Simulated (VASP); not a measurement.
Te:

```
CELL_PARAMETERS angstrom
4.45400 0.00000 0.00000
-2.22700 3.85728 0.00000
0.00000 0.00000 5.92400
ATOMIC_POSITIONS crystal
Te 0.26900 0.00000 0.33333
Te 0.00000 0.26900 0.66667
Te 0.73100 0.73100 0.00000
```

| Item | Value |
| --- | --- |
| Program | VASP 6.6.1 |
| Task | relaxation of cell and atoms |
| Functional | BLYP |
| Potentials or basis | VASP PAW PBE potentials, release 64 (Te) |
| Cutoff | 600 eV |
| k mesh | 5 × 5 × 3 |
| Occupations | fermi-dirac, width 0.05 eV |
| Spin | no spin polarisation |

At the start: pressure 5.4 GPa; volume 33.93 Å³/atom.

Q: How do energy, volume and symmetry change on relaxing?

A: Over 23 steps the energy falls by 101.5 meV/atom and the volume is 47.37 Å³/atom (+39.6 %); space group P3_121 (No. 152, to 0.1 Å) before and after.

Step by step:
```tsv
step	energy change (eV)	largest force (eV/Å)	pressure (GPa)	volume (Å³)
1	0.0000	0.2723	5.39	101.78
2	-0.1389	0.4506	-1.68	119.54
3	-0.1776	0.2538	0.13	113.22
4	-0.1950	0.2452	0.12	114.23
5	-0.2347	0.2062	0.21	117.18
6	-0.2616	0.0300	0.90	122.80
7	-0.2745	0.1235	0.33	126.47
8	-0.2799	0.2277	-0.23	130.72
9	-0.2881	0.1753	-0.13	131.86
10	-0.3003	0.0283	0.15	134.64
11	-0.2837	0.3634	0.83	140.31
12	-0.3017	0.0471	0.28	135.79
13	-0.3030	0.0227	-0.09	138.77
14	-0.3032	0.0051	0.00	138.02
15	-0.3032	0.0041	0.01	137.97
16	-0.3034	0.0081	0.00	138.24
17	-0.3038	0.0200	-0.02	139.05
18	-0.3041	0.0433	-0.07	140.66
19	-0.3042	0.0341	-0.03	140.75
20	-0.3042	0.0159	0.03	140.94
21	-0.3043	0.0142	0.03	141.05
22	-0.3045	0.0087	0.03	141.40
23	-0.3046	0.0025	0.02	142.10
```

Final structure:
```
Te
1.0
     5.26838    0.00000    0.00000
    -2.63419    4.56255    0.00000
     0.00000    0.00000    5.91149
Te
3
Direct
  0.22354 0.00000 0.33333
  0.00000 0.22354 0.66667
  0.77646 0.77646 0.00000
```

Caveat: the volume moved by over 15 % at a fixed basis, so the end points are rough; the PAW data sets were made with another functional, which shifts forces and pressure a little.
